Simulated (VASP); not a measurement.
Here is a VASP 6.6.1 calculation.

The input INCAR:

```
SYSTEM = Si3Te
PREC     = Accurate       ! precision mode
ENCUT    = 520            ! plane-wave cutoff, eV
EDIFF    = 1E-6           ! SCF threshold, eV
ISMEAR   = 0              ! smearing method
SIGMA    = 0.1            ! smearing width, eV
LREAL    = .False.        ! projectors in reciprocal space
LASPH    = .True.         ! aspherical terms in the spheres
NELM     = 80             ! most SCF steps
ALGO     = Normal         ! electronic algorithm
ISIF     = 2              ! what is computed and relaxed
LWAVE    = .False.        ! write WAVECAR
LCHARG   = .False.        ! write CHGCAR
GGA      = PE             ! functional
NBANDS   = 17             ! bands
```

The input KPOINTS:

```
Automatic mesh
0
Gamma
  12 12 12
  0 0 0
```

File POSCAR:

```
Si3Te
1.0
    4.2438362543      0.0000000000      0.0000000000
    0.0000000000      4.2438362543      0.0000000000
    0.0000000000      0.0000000000      4.2438362543
Si Te
3 1
Direct
    0.0000000000      0.5000000000      0.5000000000
    0.5000000000      0.0000000000      0.5000000000
    0.5000000000      0.5000000000      0.0000000000
    0.0000000000      0.0000000000      0.0000000000
```

Potentials or basis: VASP PAW PBE potentials, release 64 (Si, Te).

Run with:

```console
$ cat potpaw_PBE.64/Si/POTCAR potpaw_PBE.64/Te/POTCAR > POTCAR
$ mpirun -np 1 vasp_std > vasp.out
```

**Question.** What does it give for the band gap on the k mesh?

**Answer.** Zero (bands 9 and 10 overlap by 6.24 eV).

**Question.** Predict the pressure.

**Answer.** 0.0 GPa.

Caveat: spin-orbit coupling is left out, which moves the levels of the heavy elements.
